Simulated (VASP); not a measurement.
A run of VASP 6.6.1 is set up as follows.

File INCAR:

```
  PREC = Accurate
  ENCUT = 520
  EDIFF = 1E-7
  ISMEAR = 0
  SIGMA = 0.02
  LREAL = Auto
  LASPH = T
  NELM = 60
  ALGO = Normal
  ISIF = 2
  LWAVE = F
  LCHARG = T
  GGA = PE
  LELF = T
  LVHAR = T
  NELECT = 74.0
  NBANDS = 52
```

KPOINTS

```
regular mesh
0
Gamma
  2 2 2
```

Contents of POSCAR:

```
CuSi16
1.0
    0.0000000000      5.4300000000      5.4300000000
    5.4300000000      0.0000000000      5.4300000000
    5.4300000000      5.4300000000      0.0000000000
Si Cu
16 1
Direct
   -0.0024679558      0.0077646409     -0.0011755064
    0.1125291897      0.1418093002      0.1214999079
   -0.0255648250      0.0096379374      0.5055635359
    0.1106917127      0.1247156538      0.6270456722
    0.0115684162      0.5130004604      0.0060104052
    0.1321105893      0.6340872007      0.1358406077
   -0.0040863720      0.4978022099      0.5080478821
    0.1163053407      0.6198423573      0.6370880295
    0.5029393186      0.0045540516     -0.0167490792
    0.6240516575      0.1262435543      0.1131069061
    0.4841832413     -0.0131327808      0.4852248619
    0.6037770718      0.1086498158      0.6157069061
    0.5059717311      0.4994680479     -0.0011568140
    0.6399627072      0.6153354512      0.1208129834
    0.5072950276      0.4784500921      0.5049460405
    0.6225558932      0.6138582873      0.6270417127
    0.3256666667      0.8290558011      0.3310333333
```

Potentials or basis: VASP PAW PBE potentials, release 64 (Si, Cu).

Command:

```sh
$ cat potpaw_PBE.64/Si/POTCAR potpaw_PBE.64/Cu/POTCAR > POTCAR
$ mpirun -np 1 vasp_std > vasp.out
```

Question: Estimate the largest force.

Answer: 0.106 eV/Å.

Forces in eV/Å, atoms in the order of the input:
```
Si   0.001 -0.005 -0.004
Si  -0.006 -0.006  0.005
Si   0.008 -0.012 -0.021
Si   0.000  0.000  0.005
Si  -0.019 -0.012 -0.019
Si  -0.016 -0.017 -0.011
Si  -0.004 -0.005  0.001
Si   0.000  0.003 -0.005
Si  -0.013 -0.009  0.003
Si   0.003  0.000 -0.004
Si  -0.002  0.000 -0.004
Si   0.000  0.012  0.009
Si  -0.004 -0.003 -0.006
Si   0.006 -0.011 -0.005
Si  -0.005 -0.004 -0.008
Si  -0.005  0.003  0.002
Cu   0.057  0.066  0.061
```

Caveat: the k points lie up to 0.50 Å⁻¹ apart; the cell carries a net charge on a neutralising background, which shifts energy and pressure.
